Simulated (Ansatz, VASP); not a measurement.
**Ca in VASP and in Ansatz**

```
Ca
1.0
     0.00000    2.84900    2.84900
     2.84900    0.00000    2.84900
     2.84900    2.84900    0.00000
Ca
1
Direct
  0.00000 0.00000 0.00000
```

Alike in both runs: task single point; functional r2SCAN; k mesh 8 × 8 × 8; occupations fermi-dirac, width 0.05 eV; no spin polarisation.

|  | VASP | Ansatz |
| --- | --- | --- |
| version | VASP 6.6.1 | Ansatz 0.2.0 |
| potentials or method | VASP PAW PBE potentials, release 64 (Ca_sv) | Ansatz PAW |
| plane-wave cutoff (eV) | 520 | 500 |
| valence electrons in the cell | 10 | 10 |

VASP gave:

```
gap on the k mesh at the Fermi level (eV) : none
pressure (GPa)                            : -1.0
```

Q: What did Ansatz give for the same quantities?

A: gap on the k mesh at the Fermi level (eV): none; pressure (GPa): -1.1.

VASP's potentials were made for PBE, not for r2SCAN. A gap of «none» marks a metal or a gap that the smearing closes. With one functional, cell and mesh, what is left measures potentials, basis and numerics.
